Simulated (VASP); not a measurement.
# SiC3 (R3m) in VASP: G0W0 quasiparticle levels with PBE

Aim: the G0W0 quasiparticle levels of SiC3 with PBE.

Everything below comes from runs of VASP 6.6.1. Logs are shortened: lines on timing, memory, paths and dates and some standing lists are left out, and cuts for length are marked.

## (1) The cell of the first run

The structure is trigonal, space group R3m (No. 160). Conventional cell: a = 2.831 Å, b = 2.831 Å, c = 14.010 Å, α = 90.00°, β = 90.00°, γ = 120.00°. C (site symmetry 3m) has 3 C at 1.72 Å and 1 Si at 1.89 Å within 2.3 Å. Within 2.0 Å of C (site symmetry 3m) lie 1 C at 1.54 Å and 3 Si at 1.79 Å. Within 2.0 Å of C (site symmetry 3m) lie 4 C at 1.54 to 1.72 Å. Si (site symmetry 3m) has 4 C at 1.79 to 1.89 Å within 2.4 Å.

## (2) G0W0 quasiparticle levels, PBE

Input file POSCAR:

```
SiC3
1.0
    1.4154339591      0.8172011773      4.6700734309
   -1.4154339591      0.8172011773      4.6700734309
    0.0000000000     -1.6344023546      4.6700734309
C Si
3 1
Direct
    1.0082378925      0.0082378925      0.0082378925
    0.4889604675      0.4889604675      0.4889604675
    0.3791724032      0.3791724032      0.3791724032
    0.8736292368      0.8736292368      0.8736292368
```

Input file INCAR.step1:

```
PREC = Accurate
ENCUT = 500
EDIFF = 1E-8
ISMEAR = 0
SIGMA = 0.01
LREAL = F
LASPH = T
NELM = 60
ALGO = Normal
LWAVE = T
LCHARG = F
GGA = PE
```

Input file INCAR.step2:

```
PREC = Accurate
ENCUT = 500
EDIFF = 1E-8
ISMEAR = 0
SIGMA = 0.01
LREAL = F
LASPH = T
NELM = 1
ALGO = Exact
LWAVE = T
LCHARG = F
GGA = PE
NBANDS = 60
LOPTICS = T
ISTART = 1
```

Input file INCAR.step3:

```
PREC = Accurate
ENCUT = 500
EDIFF = 1E-8
ISMEAR = 0
SIGMA = 0.01
LREAL = F
LASPH = T
ALGO = EVGW0
LWAVE = F
LCHARG = F
GGA = PE
NELMGW = 1
NBANDS = 60
ENCUTGW = 80.0
NOMEGA = 96
PRECFOCK = Fast
ISTART = 1
NBANDSGW = 16
OMEGAMAX = 20
```

Input file KPOINTS:

```
Automatic mesh
0
Gamma
  6 6 6
```

Potentials or basis: VASP PAW PBE potentials, release 64 (C_GW, Si_GW).

On the command line:

```bash
> cat potpaw_PBE.64/C_GW/POTCAR potpaw_PBE.64/Si_GW/POTCAR > POTCAR
> cp INCAR.step1 INCAR
> mpirun -np 1 vasp_std > vasp.out
> cp INCAR.step2 INCAR
> mpirun -np 1 vasp_std > vasp.out
> cp INCAR.step3 INCAR
> mpirun -np 1 vasp_std > vasp.out
```

OUTCAR:

```text
PREC = Accurate
   ENCUT = 500
   EDIFF = 1E-8
   ISMEAR = 0
   LREAL = F
   LASPH = T
   GGA = PE
   NELMGW = 1
   ENCUTGW = 80.0
   PRECFOCK = Fast
   ISTART = 1

 ion  position               nearest neighbor table
   1  0.008  0.008  0.008-   3 1.72   3 1.72   3 1.72   4 1.89
   2  0.489  0.489  0.489-   3 1.54   4 1.79   4 1.79   4 1.79
   3  0.379  0.379  0.379-   2 1.54   1 1.72   1 1.72   1 1.72
   4  0.874  0.874  0.874-   2 1.79   2 1.79   2 1.79   1 1.89

  LATTYP: Found a trigonal (rhomboedric) cell.
 ALAT       =     4.9478133460
 COS(alpha) =     0.8363249048

  Lattice vectors:

 A1 = (   1.4154339591,   0.8172011773,   4.6700734309)
 A2 = (  -1.4154339591,   0.8172011773,   4.6700734309)
 A3 = (   0.0000000000,  -1.6344023546,   4.6700734309)

Analysis of symmetry for initial positions (statically):
=====================================================================
 Subroutine PRICEL returns:
 Original cell was already a primitive cell.

 Routine SETGRP: Setting up the symmetry group for a
 trigonal (rhombohedral) supercell.

 Subroutine GETGRP returns: Found  6 space group operations
 (whereof  6 operations were pure point group operations)
 out of a pool of 12 trial point group operations.

The static configuration has the point symmetry C_3v.

Analysis of symmetry for dynamics (positions and initial velocities):
=====================================================================
 Subroutine PRICEL returns:
 Original cell was already a primitive cell.

 Routine SETGRP: Setting up the symmetry group for a
 trigonal (rhombohedral) supercell.

 Subroutine GETGRP returns: Found  6 space group operations
 (whereof  6 operations were pure point group operations)
 out of a pool of 12 trial point group operations.

The dynamic configuration has the point symmetry C_3v.

 Subroutine INISYM returns: Found  6 space group operations
 (whereof  6 operations are pure point group operations),
 and found     1 'primitive' translations

----------------------------------------------------------------------------------------

                                     Primitive cell

  volume of cell :      32.4111

  direct lattice vectors                    reciprocal lattice vectors
     1.415433959  0.817201177  4.670073431     0.353248554  0.203948148  0.071376465
    -1.415433959  0.817201177  4.670073431    -0.353248554  0.203948148  0.071376465
     0.000000000 -1.634402355  4.670073431     0.000000000 -0.407896296  0.071376465

  length of vectors
     4.947813346  4.947813346  4.947813346     0.414094178  0.414094178  0.414094178

  position of ions in fractional coordinates (direct lattice)
     0.008237892  0.008237892  0.008237892
     0.488960468  0.488960468  0.488960468
     0.379172403  0.379172403  0.379172403
     0.873629237  0.873629237  0.873629237

  ion indices of the primitive-cell ions
   primitive index   ion index
                 1           1
                 2           2
                 3           3
                 4           4

----------------------------------------------------------------------------------------

 KPOINTS: Automatic mesh

Automatic generation of k-mesh.
 Grid dimensions read from file:
 generate k-points for:    6    6    6

 Generating k-lattice:

  Cartesian coordinates                     Fractional coordinates (reciprocal lattice)
     0.058874759  0.033991358  0.011896078     0.166666667 -0.000000000  0.000000000
    -0.058874759  0.033991358  0.011896078    -0.000000000  0.166666667  0.000000000
     0.000000000 -0.067982716  0.011896078     0.000000000  0.000000000  0.166666667

  Length of vectors
     0.069015696  0.069015696  0.069015696

  Shift w.r.t. Gamma in fractional coordinates (k-lattice)
     0.000000000  0.000000000  0.000000000

 Subroutine IBZKPT returns following result:
 ===========================================

 Found     32 irreducible k-points:

 Following reciprocal coordinates:
            Coordinates               Weight
  0.000000  0.000000  0.000000      1.000000
  0.166667 -0.000000  0.000000      6.000000
  0.333333  0.000000  0.000000      6.000000
  0.500000 -0.000000 -0.000000      3.000000
  0.166667  0.166667  0.000000      6.000000
  0.333333  0.166667 -0.000000     12.000000
[... 16 lines left out ...]
  0.500000  0.500000  0.166667      6.000000
 -0.333333  0.500000  0.166667     12.000000
 [... further k-points ...]
   k-points           NKPTS =     32   k-points in BZ     NKDIM =    216   number of bands    NBANDS=     60
   number of dos      NEDOS =    301   number of ions     NIONS =      4
   total plane-waves  NPLWV =  46656
   dimension x,y,z NGX =    36 NGY =   36 NGZ =   36
   dimension x,y,z NGXF=    72 NGYF=   72 NGZF=   72
   ions per type =               3   1
   NGX,Y,Z   is equivalent  to a cutoff of  12.10, 12.10, 12.10 a.u.
   NGXF,Y,Z  is equivalent  to a cutoff of  24.19, 24.19, 24.19 a.u.
 SYSTEM =  unknown system
   PREC   = accura    normal or accurate (medium, high low for compatibility)
   ISTART =      1    job   : 0-new  1-cont  2-samecut
   ICHARG =      0    charge: 1-file 2-atom 10-const
   ISPIN  =      1    spin polarized calculation?
   LNONCOLLINEAR =      F non collinear calculations
   LSORBIT =      F    spin-orbit coupling
   LASPH  =      T    aspherical Exc in radial PAW
   ENCUT  =  500.0 eV  36.75 Ry    6.06 a.u.   9.02  9.02  9.02*2*pi/ulx,y,z
   NELM   =     60;   NELMIN=  2; NELMDL=  0     # of ELM steps
   EDIFF  = 0.1E-07   stopping-criterion for ELM
   LREAL  =      F    real-space projection
   EDIFFG = 0.1E-06   stopping-criterion for IOM
   NSW    =      0    number of steps for IOM
   IBRION =     -1    ionic relax: 0-MD 1-quasi-New 2-CG
   NFREE  =      0    steps in history (QN), initial steepest desc. (CG)
   ISIF   =      0    stress and relaxation
   ISYM   =      3    0-nonsym 1-usesym 2-fastsym
   POTIM  = 0.5000    time-step for ionic-motion
   TEBEG  =    0.0;   TEEND  =   0.0 temperature during run
   PSTRESS=    0.0 pullay stress
   NELECT =      16.0000    total number of electrons
   NUPDOWN=      -1.0000    fix difference up-down
   EMIN   =  10.00;   EMAX   =-10.00  energy-range for DOS
   EFERMI =   0.00;   METHOD = LEGACY
   ISMEAR =     0;   SIGMA  =   0.01  broadening in eV -4-tet -1-fermi 0-gaus
   EFERMI_NEDOS =   21; number of points for ismear=-14 and -15
   IALGO  =     38    algorithm
   IMIX   =      4    mixing-type and parameters
     AMIX     =   0.40;   BMIX     =  1.00
     AMIX_MAG =   1.60;   BMIX_MAG =  1.00
  volume/ion in A,a.u.               =       8.10        54.68
  Fermi-wavevector in a.u.,A,eV,Ry     =   1.293849  2.445020 22.776773  1.674046
  Thomas-Fermi vector in A             =   2.425469
   LORBIT       =      0    0 simple, 1 ext, 2 COOP (PROOUT), +10 PAW based schemes
   GGA     = PE    functional components
   LHFCALC =     T    Hartree Fock is set to
   PRECFOCK=fast      Normal, Fast or Accurate (Low or Medium for compatibility)
   ENCUT4O =  -1.0   cutoff for four orbital integrals eV
   NKREDX  =     1    reduce k-point grid by
   NKREDY  =     1    reduce k-point grid by
   NKREDZ  =     1    reduce k-point grid by
   AEXX    =    1.0000 exact exchange contribution
   HFSCREEN=    0.0000 screening length (either q_TF or 0.3 A-1)
   HFSCREENC=   0.0000 screening length for correlation (either q_TF or 0.3 A-1)
   ENCUTFOCK=  -1.0 apply spherical cutoff to Coloumb kernel
   IVDW    =     0    specifies the selected vdW correction
   LEPSILON=     F    determine dielectric tensor
   LRPA    =     F    only Hartree local field effects (RPA)
   LRPAFORCE           =     F    calculate RPA forces
   ENCUTGW             =  80.0    cutoff for response function in eV
   ENCUTGWSOFT         =  64.0    soft cutoff for Coulomb kernel in GW response function in eV
   ENCUTLF             =  -1.0    cutoff for local field effects
   NELMGW              =     1    number of iterations in solving QP/BSE equation
   NELMHF              =     1    number of iterations in the inner HF iteration
   NKREDLFX            =     1    NKREDLFY  =   1   NKREDLFZ  =   1
 non-spin polarized calculation
 Gauss-broadening in eV      SIGMA  =   0.01
  energy-cutoff  :      500.00
  volume of cell :       32.41
 maximum number of plane-waves:       836
  NGX = 20; NGY = 20; NGZ = 20
   NGX = 17   NGY = 17   NGZ = 17
 maximum number of plane-waves:        58
 NGX is ok and might be reduce to    18

 QP shifts <psi_nk| G(iteration)W_0 |psi_nk>: iteration 1
 for sc-GW calculations column KS-energies equals QP-energies in previous step
 and V_xc(KS)=  KS-energies - (<T + V_ion + V_H > + <T+V_H+V_ion>^1  + <V_x>^1)

 k-point   1 :       0.0000    0.0000    0.0000
  band No.  KS-energies  QP-energies   sigma(KS)   V_xc(KS)     V^pw_x(r,r')   Z            occupation Imag(sigma)

      1      -9.5411     -10.3493     -14.9317     -13.7934     -23.4719       0.7100       2.0000       1.2833
      2      -4.8263      -5.4989     -15.2490     -14.3375     -22.5199       0.7379       2.0000       0.7984
      3      -2.3721      -3.0091     -14.1655     -13.3011     -19.8679       0.7369       2.0000       0.3997
      4       6.1045       5.9852     -15.4964     -15.3454     -18.3466       0.7900       2.0000       0.0412
      5       6.1045       5.9852     -15.4964     -15.3454     -18.3466       0.7900       2.0000       0.0412
      6       7.9599       7.9322     -15.5434     -15.5087     -17.9905       0.8002       2.0000       0.0334
[... 8 lines left out ...]
     15      17.5504      18.4769     -10.6984     -11.8539      -5.6602       0.8019       0.0000      -0.0879
     16      22.0627      22.9523     -11.2670     -12.4175      -4.7344       0.7732       0.0000      -0.2791

 k-point   2 :       0.1667   -0.0000    0.0000
  band No.  KS-energies  QP-energies   sigma(KS)   V_xc(KS)     V^pw_x(r,r')   Z            occupation Imag(sigma)

      1      -8.9864      -9.7819     -14.9787     -13.8685     -23.3606       0.7165       2.0000       1.2159
      2      -4.4433      -5.0999     -15.2270     -14.3349     -22.3569       0.7361       2.0000       0.7404
      3      -1.7832      -2.4036     -14.3788     -13.5413     -19.9251       0.7407       2.0000       0.3505
      4       3.8397       3.5184     -15.1131     -14.6980     -18.5738       0.7739       2.0000       0.0670
      5       5.4333       5.2622     -15.3603     -15.1428     -18.3389       0.7868       2.0000       0.0454
      6       6.6468       6.4166     -15.0989     -14.8074     -17.9739       0.7896       2.0000       0.0445
[... 8 lines left out ...]
     15      18.8883      19.9129     -10.9758     -12.2722      -5.5325       0.7904       0.0000      -0.1314
     16      22.0129      22.9800     -10.8258     -12.0655      -4.5758       0.7801       0.0000      -0.2759
[... 421 lines left out ...]
 k-point  24 :      -0.3333    0.5000    0.1667
  band No.  KS-energies  QP-energies   sigma(KS)   V_xc(KS)     V^pw_x(r,r')   Z            occupation Imag(sigma)

      1      -5.6657      -6.3172     -15.6857     -14.7951     -23.1959       0.7315       2.0000       0.7702
      2      -3.6125      -4.2584     -15.0697     -14.1925     -21.8526       0.7362       2.0000       0.6366
      3      -1.4661      -2.0433     -14.7986     -14.0152     -20.3820       0.7368       2.0000       0.3196
      4       0.5448      -0.0332     -14.6609     -13.8885     -19.6653       0.7483       2.0000       0.2592
      5       2.5816       2.1321     -14.5721     -13.9851     -18.3612       0.7657       2.0000       0.0974
      6       3.7309       3.4079     -15.3412     -14.9250     -18.9424       0.7760       2.0000       0.0664
[... 8 lines left out ...]
     15      20.9930      22.3891     -12.7448     -14.5911      -6.1102       0.7562       0.0000      -0.2557
     16      22.3213      23.5807     -12.0523     -13.7019      -5.5136       0.7634       0.0000      -0.2918

 [... further k-points ...]
```

Wall time 13 min (1 thread of Intel Xeon 6975P-C (Granite Rapids), shared host); peak memory 0.56 GiB.

What came out:

| Property | Result |
| --- | --- |
| Quasiparticle gap | 2.17 eV |
| Least direct quasiparticle gap | 3.98 eV |
| Band gap of the starting levels on the mesh | 1.58 eV |
| Least direct gap of the starting levels on the mesh | 3.21 eV |

Caveat: the k points lie up to 0.43 Å⁻¹ apart; bands, screening cutoff and mesh are small and nothing is extrapolated, so the quasiparticle values aren't converged.
